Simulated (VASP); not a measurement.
SrO: relaxation of cell and atoms with PBE

The system is SrO.

```
Sr O
1.0
     0.00000    2.56630    2.56630
     2.56630    0.00000    2.56630
     2.56630    2.56630    0.00000
Sr O
1 1
Cartesian
  2.5663 2.5663 2.5663
  0.0000 0.0000 0.0000
```

```
Program                : VASP 6.6.1
Task                   : relaxation of cell and atoms
Functional             : PBE
Potentials or basis    : VASP PAW PBE potentials, release 64 (Sr_sv, O)
Cutoff                 : 600 eV
k mesh                 : 9 × 9 × 9
Occupations            : fermi-dirac, width 0.05 eV
Spin                   : no spin polarisation
Target pressure        : 30 GPa
Dipole correction      : no
Further INCAR settings : ALGO = Normal; EDIFF = 1e-07; IBRION = 2; EDIFFG = -0.01; NSW = 60; ISIF = 3
```

```json
{"Relaxed volume": "14.18 Å³/atom", "Relaxed cell": "a = 3.423 Å, b = 3.423 Å, c = 3.423 Å, α = 60.00°, β = 60.00°, γ = 60.00°", "Space group after relaxing (to 0.1 Å)": "Fm-3m (No. 225)", "Energy change on relaxing (the run minimises the enthalpy)": "+254.8 meV/atom", "Ionic steps": "7", "Pressure after relaxing": "30.0 GPa", "Band gap on the k mesh": "3.07 eV"}
```

The path:
```csv
step,energy change (eV),largest force (eV/Å),pressure (GPa),volume (Å³)
1,0.0000,0.0000,3.83,33.80
2,3.0730,0.0000,115.66,22.02
3,0.4485,0.0000,27.60,28.70
4,0.4940,0.0000,29.40,28.44
5,0.5128,0.0000,30.13,28.34
6,0.5047,0.0000,29.81,28.38
7,0.5095,0.0000,30.01,28.36
```

Final structure:
```
Sr O
1.0
     0.00000    2.42035    2.42035
     2.42035    0.00000    2.42035
     2.42035    2.42035    0.00000
Sr O
1 1
Direct
  0.50000 0.50000 0.50000
  0.00000 0.00000 0.00000
```

Levels at points of the mesh, in eV from the valence-band top:
| k point | band 6 | band 7 | band 8 | band 9 | band 10 | band 11 |
| --- | --- | --- | --- | --- | --- | --- |
| (0.00, 0.00, 0.00) | -0.07 | -0.07 | -0.07 | 5.37 | 6.49 | 6.49 |

Run time: 100 s on 1 thread of AMD EPYC 9R14 (Zen 4) (shared host), peak memory 0.15 GiB.

Caveat: the cell is relaxed towards a set pressure, so the run minimises the enthalpy, not the energy; the volume moved by over 15 % at a fixed basis, so the end points are rough; an odd mesh through Γ misses points on the zone boundary, where band edges can lie.
